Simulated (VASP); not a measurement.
Crystal: CdF2.

```xyz
3
Lattice="0.0000 2.6576 2.6576 2.6576 0.0000 2.6576 2.6576 2.6576 0.0000" Properties=species:S:1:pos:R:3 pbc="T T T"
Cd    0.0000    0.0000    0.0000
F     3.9864    3.9864    3.9864
F     1.3288    1.3288    1.3288
```

Base run:

```yaml
Program: VASP 6.6.1
Functional: PBE
Potentials_or_basis: VASP PAW PBE potentials, release 64 (Cd, F)
Cutoff: 520 eV
k_mesh: 9 × 9 × 9
Occupations: fermi-dirac, width 0.05 eV
Spin: no spin polarisation
```

Its results: band gap on the k mesh 3.24 eV, indirect (least direct gap 3.66 eV); pressure 11.7 GPa.

Task: After a change of settings the same cell gave: band gap on the k mesh 2.97 eV, indirect (least direct gap 3.37 eV); pressure 0.0 GPa. Which change was it?
A. functional from PBE to LDA; potentials or basis from VASP PAW PBE potentials, release 64 (Cd, F) to VASP PAW LDA potentials, release 64 (Cd, F)
B. functional from PBE to r2SCAN
C. functional from PBE to PBEsol

Result: A.
